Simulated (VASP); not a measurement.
Input of a VASP 6.6.1 run:

INCAR

```
  PREC = Accurate
  ENCUT = 520
  EDIFF = 1E-6
  ISMEAR = 0
  SIGMA = 0.01
  LREAL = F
  LASPH = T
  NELM = 60
  ALGO = Normal
  ISIF = 2
  LWAVE = F
  LCHARG = F
  GGA = PE
  NBANDS = 17
```

KPOINTS

```
Automatic mesh
0
Gamma
  10 10 10
```

Contents of POSCAR:

```
SnSe
1.0
    0.0000000000      3.3565854129      3.3565854129
    3.3565854129      0.0000000000      3.3565854129
    3.3565854129      3.3565854129      0.0000000000
Sn Se
1 1
Direct
    0.0000000000      0.0000000000      0.0000000000
    0.2500000000      0.2500000000      0.2500000000
```

Potentials or basis: VASP PAW PBE potentials, release 64 (Sn_d, Se).

Launch:

```bash
$ cat potpaw_PBE.64/Sn_d/POTCAR potpaw_PBE.64/Se/POTCAR > POTCAR
$ mpirun -np 1 vasp_std > vasp.out
```

Question: Estimate the band gap on the k mesh.

Answer: 0.02 eV, indirect (least direct gap 0.63 eV).

Question: Predict the pressure.

Answer: 1.0 GPa.

Caveat: spin-orbit coupling is left out, which moves the levels of the heavy elements. A k mesh can miss the band edges.
